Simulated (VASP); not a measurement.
Wanted: the native input for a VASP 6.6.1 run.

```
Task                   : single point
Functional             : r2SCAN
Potentials or basis    : VASP PAW PBE potentials, release 64 (C)
Cutoff                 : 520 eV
k mesh                 : 14 × 8 × 6
Occupations            : gaussian, width 0.1 eV
Spin                   : no spin polarisation
Dipole correction      : no
Further INCAR settings : ALGO = Normal; EDIFF = 1e-07; NBANDS = 26
```

C:

```
C
1.0
     2.45625    0.00000    0.00000
     0.00000    4.25292    0.00000
     0.00000    0.00000    7.11555
C
8
Cartesian
  1.2281 1.7721 5.3361
  1.2281 3.8985 1.7794
  1.2281 2.4808 1.7794
  1.2281 0.3544 5.3361
  0.0000 3.8985 5.3361
  0.0000 1.7721 1.7794
  0.0000 0.3544 1.7794
  0.0000 2.4808 5.3361
```

The input as run:

POSCAR

```
C
1.0
    2.4562483566      0.0000000000      0.0000000000
    0.0000000000      4.2529223759      0.0000000000
    0.0000000000      0.0000000000      7.1155507243
C
8
Direct
    0.5000000000      0.4166750136      0.7499221622
    0.5000000000      0.9166750136      0.2500778378
    0.5000000000      0.5833249864      0.2500778378
    0.5000000000      0.0833249864      0.7499221622
    0.0000000000      0.9166750136      0.7499221622
    0.0000000000      0.4166750136      0.2500778378
    0.0000000000      0.0833249864      0.2500778378
    0.0000000000      0.5833249864      0.7499221622
```

INCAR.step1

```
SYSTEM = C
  PREC = Accurate
  ENCUT = 520
  ISMEAR = 0
  SIGMA = 0.1
  LREAL = .False.
  LASPH = .True.
  NELM = 80
  NBANDS = 26
  GGA = PE
  ALGO = Normal
  EDIFF = 1E-4
  LWAVE = .True.
  LCHARG = .False.
```

INCAR.step2

```
SYSTEM = C
  PREC = Accurate
  ENCUT = 520
  EDIFF = 1E-7
  ISMEAR = 0
  SIGMA = 0.1
  LREAL = .False.
  LASPH = .True.
  NELM = 80
  ALGO = Normal
  ISIF = 2
  LWAVE = .False.
  LCHARG = .True.
  METAGGA = R2SCAN
  LMIXTAU = .True.
  LELF = .True.
  LVHAR = .True.
  NBANDS = 26
  ISTART = 1
```

KPOINTS

```
regular mesh
0
Gamma
  14 8 6
  0 0 0
```

Potentials or basis: VASP PAW PBE potentials, release 64 (C).

Command:

```bash
$ cat potpaw_PBE.64/C/POTCAR > POTCAR
$ cp INCAR.step1 INCAR
$ mpirun -np 1 vasp_std > vasp.out
$ cp INCAR.step2 INCAR
$ mpirun -np 1 vasp_std > vasp.out
```

Results of the run:

- Pressure: 0.7 GPa
- Largest force: 0.019 eV/Å

Caveat: the PAW data sets were made with another functional, which shifts forces and pressure a little.

It took 15 min on 1 thread of AMD EPYC 9R45 (Zen 5), with other jobs on the host, peak memory 0.28 GiB.
